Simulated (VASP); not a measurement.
# MnSb (I4/mmm) in VASP: notebook

The runs below take MnSb through single point, with PBE.

Everything below comes from runs of VASP 6.6.1. Logs are shortened: lines on timing, memory, paths and dates and some standing lists are left out, and cuts for length are marked.

## Step 1: The cell of the first run

Symmetry: I4/mmm, No. 139, tetragonal system. The conventional cell has a = 3.914 Å, b = 3.914 Å, c = 5.702 Å, α = 90.00°, β = 90.00°, γ = 90.00°. Mn (site symmetry 4/mmm) has 6 Sb at 2.77 to 2.85 Å within 3.6 Å. Within 3.6 Å of Sb (site symmetry 4/mmm) lie 6 Mn at 2.77 to 2.85 Å.

## Step 2: Single point, PBE, collinear spin, ferromagnetic start (stretched by +2 % along [0.0, 0.0, 1.0] at fixed volume)

The input, INCAR:

```
PREC = Accurate
ENCUT = 520
EDIFF = 1E-6
ISMEAR = -1
SIGMA = 0.025
LREAL = F
LASPH = T
NELM = 150
ALGO = Normal
ISIF = 2
LWAVE = F
LCHARG = T
ISPIN = 2
MAGMOM = 4 0
LORBIT = 11
LMAXMIX = 4
GGA = PE
LELF = T
LVHAR = T
NBANDS = 20
```

The input, KPOINTS:

```
Automatic mesh
0
Gamma
  9 9 9
```

The input, POSCAR:

```
MnSb
1.0
    0.0000000000      2.7674782250      2.8509163200
    2.7674782250      0.0000000000      2.8509163200
    2.7674782250      2.7674782250      0.0000000000
Mn Sb
1 1
Direct
    0.0000000000      0.0000000000      0.0000000000
    0.5000000000      0.5000000000      0.5000000000
```

Potentials or basis: VASP PAW PBE potentials, release 64 (Mn_pv, Sb).

On the command line:

```
$ cat potpaw_PBE.64/Mn_pv/POTCAR potpaw_PBE.64/Sb/POTCAR > POTCAR
$ mpirun -np 1 vasp_std > vasp.out
```

OUTCAR:

```text
PREC = Accurate
   ENCUT = 520
   EDIFF = 1E-6
   ISMEAR = -1
   LREAL = F
   LASPH = T
   NELM = 150
   ISIF = 2
   ISPIN = 2
   LORBIT = 11
   GGA = PE

 ion  position               nearest neighbor table
   1  0.000  0.000  0.000-   2 2.77   2 2.77   2 2.77   2 2.77   2 2.85   2 2.85
   2  0.500  0.500  0.500-   1 2.77   1 2.77   1 2.77   1 2.77   1 2.85   1 2.85

  LATTYP: Found a body centered tetragonal cell.
 ALAT       =     3.9138052394
 C/A-ratio  =     1.4568513994

  Lattice vectors:

 A1 = (  -2.7674782250,   0.0000000000,   2.8509163200)
 A2 = (   2.7674782250,   0.0000000000,   2.8509163200)
 A3 = (   0.0000000000,   2.7674782250,  -2.8509163200)

Analysis of symmetry for initial positions (statically):
=====================================================================
 Subroutine PRICEL returns:
 Original cell was already a primitive cell.

 Routine SETGRP: Setting up the symmetry group for a
 body centered tetragonal supercell.

 Subroutine GETGRP returns: Found 16 space group operations
 (whereof 16 operations were pure point group operations)
 out of a pool of 16 trial point group operations.

The static configuration has the point symmetry D_4h.

Analysis of symmetry for dynamics (positions and initial velocities):
=====================================================================
 Subroutine PRICEL returns:
 Original cell was already a primitive cell.

 Routine SETGRP: Setting up the symmetry group for a
 body centered tetragonal supercell.

 Subroutine GETGRP returns: Found 16 space group operations
 (whereof 16 operations were pure point group operations)
 out of a pool of 16 trial point group operations.

The dynamic configuration has the point symmetry D_4h.

Analysis of structural, dynamic, and magnetic symmetry:
=====================================================================
 Subroutine PRICEL returns:
 Original cell was already a primitive cell.

 Routine SETGRP: Setting up the symmetry group for a
 body centered tetragonal supercell.

 Subroutine GETGRP returns: Found 16 space group operations
 (whereof 16 operations were pure point group operations)
 out of a pool of 16 trial point group operations.

The overall configuration has the point symmetry D_4h.

 Subroutine INISYM returns: Found 16 space group operations
 (whereof 16 operations are pure point group operations),
 and found     1 'primitive' translations

----------------------------------------------------------------------------------------

                                     Primitive cell

  volume of cell :      43.6700

  direct lattice vectors                    reciprocal lattice vectors
     0.000000000  2.767478225  2.850916320    -0.180669895  0.180669895  0.175382208
     2.767478225  0.000000000  2.850916320     0.180669895 -0.180669895  0.175382208
     2.767478225  2.767478225  0.000000000     0.180669895  0.180669895 -0.175382208

  length of vectors
     3.973242956  3.973242956  3.913805239     0.309906665  0.309906665  0.309906665

  position of ions in fractional coordinates (direct lattice)
     0.000000000  0.000000000  0.000000000
     0.500000000  0.500000000  0.500000000

  ion indices of the primitive-cell ions
   primitive index   ion index
                 1           1
                 2           2

----------------------------------------------------------------------------------------

 KPOINTS: Automatic mesh

Automatic generation of k-mesh.
 Grid dimensions read from file:
 generate k-points for:    9    9    9

 Generating k-lattice:

  Cartesian coordinates                     Fractional coordinates (reciprocal lattice)
    -0.020074433  0.020074433  0.019486912     0.111111111  0.000000000  0.000000000
     0.020074433 -0.020074433  0.019486912     0.000000000  0.111111111  0.000000000
     0.020074433  0.020074433 -0.019486912     0.000000000  0.000000000  0.111111111

  Length of vectors
     0.034434074  0.034434074  0.034434074

  Shift w.r.t. Gamma in fractional coordinates (k-lattice)
     0.000000000  0.000000000  0.000000000

 Subroutine IBZKPT returns following result:
 ===========================================

 Found     75 irreducible k-points:

 Following reciprocal coordinates:
            Coordinates               Weight
  0.000000  0.000000  0.000000      1.000000
  0.111111  0.000000  0.000000      8.000000
  0.222222 -0.000000  0.000000      8.000000
  0.333333  0.000000  0.000000      8.000000
  0.444444 -0.000000  0.000000      8.000000
  0.111111  0.111111  0.000000      2.000000
[... 16 lines left out ...]
 -0.333333  0.333333  0.000000      4.000000
  0.444444  0.444444  0.000000      2.000000
 [... further k-points ...]
   k-points           NKPTS =     75   k-points in BZ     NKDIM =     75   number of bands    NBANDS=     20
   number of dos      NEDOS =    301   number of ions     NIONS =      2
   total plane-waves  NPLWV =  27000
   dimension x,y,z NGX =    30 NGY =   30 NGZ =   30
   dimension x,y,z NGXF=    60 NGYF=   60 NGZF=   60
   ions per type =               1   1
   NGX,Y,Z   is equivalent  to a cutoff of  12.55, 12.55, 12.74 a.u.
   NGXF,Y,Z  is equivalent  to a cutoff of  25.10, 25.10, 25.49 a.u.
 SYSTEM =  unknown system
   PREC   = accura    normal or accurate (medium, high low for compatibility)
   ISTART =      0    job   : 0-new  1-cont  2-samecut
   ICHARG =      2    charge: 1-file 2-atom 10-const
   ISPIN  =      2    spin polarized calculation?
   LNONCOLLINEAR =      F non collinear calculations
   LSORBIT =      F    spin-orbit coupling
   LASPH  =      T    aspherical Exc in radial PAW
   ENCUT  =  520.0 eV  38.22 Ry    6.18 a.u.   7.39  7.39  7.28*2*pi/ulx,y,z
   NELM   =    150;   NELMIN=  2; NELMDL= -5     # of ELM steps
   EDIFF  = 0.1E-05   stopping-criterion for ELM
   LREAL  =      F    real-space projection
   EDIFFG = 0.1E-04   stopping-criterion for IOM
   NSW    =      0    number of steps for IOM
   IBRION =     -1    ionic relax: 0-MD 1-quasi-New 2-CG
   NFREE  =      0    steps in history (QN), initial steepest desc. (CG)
   ISIF   =      2    stress and relaxation
   ISYM   =      2    0-nonsym 1-usesym 2-fastsym
   POTIM  = 0.5000    time-step for ionic-motion
   TEBEG  =    0.0;   TEEND  =   0.0 temperature during run
   PSTRESS=    0.0 pullay stress
   NELECT =      18.0000    total number of electrons
   NUPDOWN=      -1.0000    fix difference up-down
   EMIN   =  10.00;   EMAX   =-10.00  energy-range for DOS
   EFERMI =   0.00;   METHOD = LEGACY
   ISMEAR =    -1;   SIGMA  =   0.03  broadening in eV -4-tet -1-fermi 0-gaus
   EFERMI_NEDOS =   21; number of points for ismear=-14 and -15
   IALGO  =     38    algorithm
   IMIX   =      4    mixing-type and parameters
     AMIX     =   0.40;   BMIX     =  1.00
     AMIX_MAG =   1.60;   BMIX_MAG =  1.00
  volume/ion in A,a.u.               =      21.83       147.35
  Fermi-wavevector in a.u.,A,eV,Ry     =   1.218348  2.302344 20.196106  1.484372
  Thomas-Fermi vector in A             =   2.353638
   LORBIT       =     11    0 simple, 1 ext, 2 COOP (PROOUT), +10 PAW based schemes
   GGA     = PE    functional components
   LHFCALC =     F    Hartree Fock is set to
   AEXX    =    0.0000 exact exchange contribution
   IVDW    =     0    specifies the selected vdW correction
   LEPSILON=     F    determine dielectric tensor
   LRPA    =     F    only Hartree local field effects (RPA)
 spin polarized calculation
  energy-cutoff  :      520.00
  volume of cell :       43.67
 maximum number of plane-waves:      1195
 NGX is ok and might be reduce to    30
   NGX = 15   NGY = 15   NGZ = 15

 number of electron      17.9999987 magnetization       3.8539786

 Free energy of the ion-electron system (eV)
  ---------------------------------------------------
  ext. energy  EPLUGINS =         0.00000000
  ---------------------------------------------------
  free energy    TOTEN  =       -12.84384249 eV

  energy without entropy =      -12.84182862  energy(sigma->0) =      -12.84283556

 E-fermi :   7.5976     XC(G=0): -10.5757

 val. band max:        7.5853913728   @ k =  -0.3333   0.3333   0.1111
 cond. band min:       7.6293920610   @ k =   0.4444   0.2222   0.0000
 fundamental gap:      0.0440006883
 Fermi energy:         7.5975695703

 spin component 1

 k-point     1 :       0.0000    0.0000    0.0000
  band No.  band energies     occupation
      1     -42.7156      1.00000
      2     -42.6841      1.00000
      3     -42.6841      1.00000
      4      -3.9079      1.00000
      5       4.4915      1.00000
      6       4.5515      1.00000
[... 12 lines left out ...]
     19      17.4317      0.00000
     20      17.4317      0.00000

 k-point     2 :       0.1111    0.0000    0.0000
  band No.  band energies     occupation
      1     -42.7157      1.00000
      2     -42.6844      1.00000
      3     -42.6841      1.00000
      4      -3.7445      1.00000
      5       4.4331      1.00000
      6       4.5115      1.00000
[... 498 lines left out ...]
 k-point    24 :       0.4444    0.4444    0.0000
  band No.  band energies     occupation
      1     -42.7182      1.00000
      2     -42.6852      1.00000
      3     -42.6852      1.00000
      4      -1.6701      1.00000
      5       2.9021      1.00000
      6       4.1283      1.00000
[... 12 lines left out ...]
     19      22.6106      0.00000
     20      22.6106      0.00000

 [... further k-points ...]

 spin component 2

 k-point     1 :       0.0000    0.0000    0.0000
  band No.  band energies     occupation
      1     -38.7655      1.00000
      2     -38.7655      1.00000
      3     -38.7423      1.00000
      4      -3.8205      1.00000
      5       7.7345      0.00416
      6       7.7473      0.00250
[... 12 lines left out ...]
     19      18.4133      0.00000
     20      18.4133      0.00000

 k-point     2 :       0.1111    0.0000    0.0000
  band No.  band energies     occupation
      1     -38.7659      1.00000
      2     -38.7655      1.00000
      3     -38.7425      1.00000
      4      -3.6624      1.00000
      5       7.0860      1.00000
      6       7.2513      1.00000
[... 498 lines left out ...]
 k-point    24 :       0.4444    0.4444    0.0000
  band No.  band energies     occupation
      1     -38.7669      1.00000
      2     -38.7669      1.00000
      3     -38.7459      1.00000
      4      -1.6060      1.00000
      5       3.1304      1.00000
      6       6.3900      1.00000
[... 12 lines left out ...]
     19      22.6886      0.00000
     20      22.6886      0.00000

 [... further k-points ...]
[... 5 lines left out ...]
  --------------------------------------------------------------------------------------
  -------------------------------------------------------------------------------------
  Total        0.2404705      0.2404705     -0.6552481      0.0000000     -0.0000000      0.0000000
  in kB        8.8224545      8.8224545    -24.0399446      0.0000000     -0.0000000      0.0000000
  external PRESSURE =      -2.1316786 kB  Pullay stress =       0.0000000 kB

 VOLUME and BASIS-vectors are now :
 -----------------------------------------------------------------------------
  energy-cutoff  :      520.00
  volume of cell :       43.67
      direct lattice vectors                 reciprocal lattice vectors
     0.000000000  2.767478225  2.850916320    -0.180669895  0.180669895  0.175382208
     2.767478225  0.000000000  2.850916320     0.180669895 -0.180669895  0.175382208
     2.767478225  2.767478225  0.000000000     0.180669895  0.180669895 -0.175382208

 POSITION                                       TOTAL-FORCE (eV/Angst)
 -----------------------------------------------------------------------------------
      0.00000      0.00000      0.00000         0.000000     -0.000000     -0.000000
      2.76748      2.76748      2.85092        -0.000000      0.000000      0.000000
 -----------------------------------------------------------------------------------
    total drift:                               -0.000000      0.000000      0.000000

  FREE ENERGIE OF THE ION-ELECTRON SYSTEM (eV)
  ---------------------------------------------------
  free  energy   TOTEN  =       -12.8438424915 eV

  energy  without entropy=      -12.8418286223  energy(sigma->0) =      -12.84283556

 total charge

# of ion       s       p       d       tot
------------------------------------------
    1        0.282   6.185   4.992  11.460
    2        1.142   1.298   0.036   2.476
--------------------------------------------------
tot          1.424   7.483   5.028  13.936

 magnetization (x)

# of ion       s       p       d       tot
------------------------------------------
    1        0.075   0.037   3.652   3.764
    2        0.013  -0.125   0.011  -0.101
--------------------------------------------------
tot          0.088  -0.088   3.663   3.663
```

It took 70 s on 1 thread of Intel Xeon 6975P-C (Granite Rapids), shared host; peak memory 0.25 GiB.

Results:

```yaml
Free_energy: -12.8438 eV
Pressure: -0.2 GPa
Net_moment: 3.85 μB per cell
Site_moments: Mn +3.76; Sb -0.10 μB
Valence_electrons_inside_the_program's_atomic_spheres: Mn 11.46; Sb 2.48
```

Caveat: spin-orbit coupling is left out, which moves the levels of the heavy elements; a cell with one magnetic atom can't hold antiferromagnetic order, which such compounds often take.

## Step 3: Single point, PBE, collinear spin, ferromagnetic start (stretched by +2 % along [0.0, 0.0, 1.0] at fixed volume)

The input, INCAR:

```
SYSTEM = MnSb
PREC     = Accurate       ! precision mode
ENCUT    = 520            ! plane-wave cutoff, eV
EDIFF    = 1E-6           ! SCF threshold, eV
ISMEAR   = -1             ! smearing method
SIGMA    = 0.025          ! smearing width, eV
LREAL    = .False.        ! projectors in reciprocal space
LASPH    = .True.         ! aspherical terms in the spheres
NELM     = 150            ! most SCF steps
ALGO     = Normal         ! electronic algorithm
ISIF     = 2              ! what is computed and relaxed
LWAVE    = .False.        ! write WAVECAR
LCHARG   = .True.         ! write CHGCAR
ISPIN    = 2              ! spin polarisation
MAGMOM   = 3.8 0          ! initial moments
LORBIT   = 11             ! projections on sites
LMAXMIX  = 4              ! l up to which the mixer works
GGA      = PE             ! functional
LELF     = .True.         ! ELF
LVHAR    = .True.       
NBANDS   = 20             ! bands
```

The input, KPOINTS:

```
Automatic mesh
0
Gamma
  9 9 9
  0 0 0
```

POSCAR is that of step 2.

Potentials or basis: VASP PAW PBE potentials, release 64 (Mn_pv, Sb).

On the command line:

```
$ cat potpaw_PBE.64/Mn_pv/POTCAR potpaw_PBE.64/Sb/POTCAR > POTCAR
$ mpirun -np 1 vasp_std > vasp.out
```

Run time: 69 s. Hardware: 1 thread of Intel Xeon 6975P-C (Granite Rapids), shared host; peak memory 0.25 GiB.

Results (log left out):

* Free energy: -12.8438 eV
* Pressure: -0.2 GPa
* Net moment: 3.85 μB per cell
* Site moments: Mn +3.76; Sb -0.10 μB
* Valence electrons inside the program's atomic spheres: Mn 11.46; Sb 2.48

Stress tensor (GPa, compression positive):
```
 0.89  0.00  0.00
 0.00  0.89  0.00
 0.00  0.00 -2.40
```

Levels at points of the mesh, in eV from the Fermi level:
Spin up:
| k point | band 9 | band 10 | band 11 | band 12 | band 13 | band 14 |
| --- | --- | --- | --- | --- | --- | --- |
| (0.00, 0.00, 0.00) | -2.78 | 1.26 | 1.26 | 1.42 | 4.97 | 8.13 |
Spin down:
```
           k point  band 5  band 6  band 7  band 8  band 9  band 10
(0.00, 0.00, 0.00)    0.14    0.15    0.19    0.32    0.32     1.28
```

Caveat: spin-orbit coupling is left out, which moves the levels of the heavy elements; a cell with one magnetic atom can't hold antiferromagnetic order, which such compounds often take.
